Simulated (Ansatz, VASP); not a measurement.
**One calculation of Zr, two programs**

Contents of POSCAR:

```
Zr
1.0
    2.9048939208      0.0000000000      0.0000000000
    0.0000000000      2.9048939208      0.0000000000
    0.0000000000      0.0000000000      2.9048939208
Zr
1
Direct
    0.0000000000      0.0000000000      0.0000000000
```

File INCAR.step1:

```
SYSTEM = Zr
PREC = Accurate ; ENCUT = 550
ISMEAR = -1 ; SIGMA = 0.1
LREAL = .False. ; LASPH = .True.
NELM = 120 ; NBANDS = 12
GGA = PE ; ALGO = Normal
EDIFF = 1E-5 ; LWAVE = .True.
LCHARG = .False. ; GGA_COMPAT = .False.
```

Contents of INCAR.step2:

```
SYSTEM = Zr
PREC = Accurate ; ENCUT = 550
EDIFF = 1E-6 ; ISMEAR = -1
SIGMA = 0.1 ; LREAL = .False.
LASPH = .True. ; NELM = 120
ALGO = Normal ; ISIF = 2
LWAVE = .False. ; LCHARG = .True.
METAGGA = R2SCAN ; LMIXTAU = .True.
LELF = .True. ; LVHAR = .True.
NBANDS = 12 ; ISTART = 1
GGA_COMPAT = .False.
```

File KPOINTS:

```
Automatic mesh
0
Gamma
  12 12 12
  0 0 0
```

Input for Ansatz:

```yaml
crystal:
  lattice:
    - [2.9048939208, 0.0, 0.0]
    - [0.0, 2.9048939208, 0.0]
    - [0.0, 0.0, 2.9048939208]
  atoms:
    - { symbol: Zr, position: [0.0, 0.0, 0.0] }
hamiltonian:
  xc: r2scan
  pseudopotentials:
    kind: paw
    azcp:
      Zr: "pseudopotentials/Zr.paw.azcp"
basis:
  ecutwfc: 500
  fft_grid_basis: typed
kpoints:
  mp_grid: { grid: [12, 12, 12], shift: [0, 0, 0] }
magnetization:
  spin_polarized: false
scf:
  occupations: { method: fermi_dirac, width: 0.1 }
  lower_state_search: "off"
output:
  stress: true
```

Alike in both runs: task single point; functional r2SCAN; k mesh 12 × 12 × 12; occupations fermi-dirac, width 0.1 eV; no spin polarisation.

```csv
,VASP,Ansatz
version,VASP 6.6.1,Ansatz 0.2.0
potentials or method,"VASP PAW PBE potentials, release 64 (Zr_sv), cutoff 550 eV","plane waves (500 eV) with PAW, scalar-relativistic"
valence electrons in the cell,12,12
```

```tsv
	VASP	Ansatz	Ansatz less VASP
pressure (GPa)	0.5	0.4	-0.05
```

VASP's potentials were made for PBE, not for r2SCAN. The functional is the same, so the differences come from potentials, cutoffs and numerics.
